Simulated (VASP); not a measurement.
Input of a VASP 6.6.1 run:

The input INCAR:

```
ALGO = Normal
EDIFF = 1E-6
ENCUT = 600
GGA = PE
GGA_COMPAT = False
ISIF = 2
ISMEAR = -1
LASPH = True
LCHARG = False
LREAL = False
LWAVE = False
NBANDS = 35
NELM = 120
PREC = Accurate
SIGMA = 0.02
```

Contents of KPOINTS:

```
k-points
0
Gamma
  6 6 8
```

POSCAR

```
ZnF2
1.0
    4.8006864224      0.0000000000      0.0000000000
    0.0000000000      4.8006864224      0.0000000000
    0.0000000000      0.0000000000      3.1754779586
Zn F
2 4
Direct
    0.0000000000      0.0000000000      0.0000000000
    0.5000000000      0.5000000000      0.5000000000
    0.3043954842      0.3043954842      0.0000000000
    0.1956045158      0.8043954842      0.5000000000
    0.8043954842      0.1956045158      0.5000000000
    0.6956045158      0.6956045158      0.0000000000
```

Potentials or basis: VASP PAW PBE potentials, release 64 (Zn, F).

The run is started by

```console
$ cat potpaw_PBE.64/Zn/POTCAR potpaw_PBE.64/F/POTCAR > POTCAR
$ mpirun -np 1 vasp_std > vasp.out
```

**Question.** Predict the band gap on the k mesh.

**Answer.** 3.46 eV.

**Question.** Estimate the pressure.

**Answer.** 0.3 GPa.

**Question.** What does it give for the largest force?

**Answer.** 0.014 eV/Å.

Stress tensor (GPa, compression positive):
```
0.21 0.00 0.00
0.00 0.21 0.00
0.00 0.00 0.48
```

Caveat: the structure was generated, so it needn't be the stable form of ZnF2. A k mesh can miss the band edges.
